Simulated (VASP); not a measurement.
LuGaN2: single point with PBE

The system is LuGaN2.

```
Ga Lu N
1.0
     1.64848    0.95175    5.19114
    -1.64848    0.95175    5.19114
     0.00000   -1.90350    5.19114
Ga Lu N
1 1 2
Direct
  0.00000 0.00000 0.00000
  0.50000 0.50000 0.50000
  0.25561 0.25561 0.25561
  0.74439 0.74439 0.74439
```

This cell differs from its parent crystal: strain +2.5%.

| Quantity | Value |
| --- | --- |
| Program | VASP 6.6.1 |
| Task | single point |
| Functional | PBE |
| Potentials or basis | VASP PAW PBE potentials, release 64 (Ga_d, Lu, N) |
| Cutoff | 520 eV |
| k mesh | 10 × 10 × 10 |
| Occupations | fermi-dirac, width 0.02 eV |
| Spin | no spin polarisation |

The pressure is -6.8 GPa, the largest force is 0.026 eV/Å and the band gap on the k mesh is 1.21 eV, direct.

Forces on the atoms (eV/Å):
```
Ga   0.000  0.000  0.000
Lu   0.000  0.000  0.000
N    0.000  0.000 -0.026
N    0.000  0.000  0.026
```

Stress tensor (GPa, compression positive):
```
-6.55  0.00  0.00
 0.00 -6.55  0.00
 0.00  0.00 -7.25
```

Levels at points of the mesh, in eV from the valence-band top:
```csv
k point,band 21,band 22,band 23,band 24,band 25,band 26,band 27,band 28
"(0.00, 0.00, 0.00)",-1.99,-0.46,-0.46,0.00,1.21,4.23,4.56,4.56
"(0.50, 0.00, 0.00)",-3.35,-3.03,-1.04,-0.53,2.69,3.87,6.50,7.49
"(0.50, 0.50, 0.00)",-1.93,-1.82,-1.62,-1.44,1.65,2.56,5.30,7.28
"(0.50, 0.50, 0.50)",-2.05,-2.05,-0.36,-0.36,2.99,3.54,4.59,4.59
```

It took 14 min on 1 thread of Oxide Virtual Turin-like Processor, on a shared host, peak memory 0.38 GiB.

Caveat: the cell differs from its parent crystal (strain +2.5%); spin-orbit coupling is left out, which moves the levels of the heavy elements. A k mesh can miss the band edges.
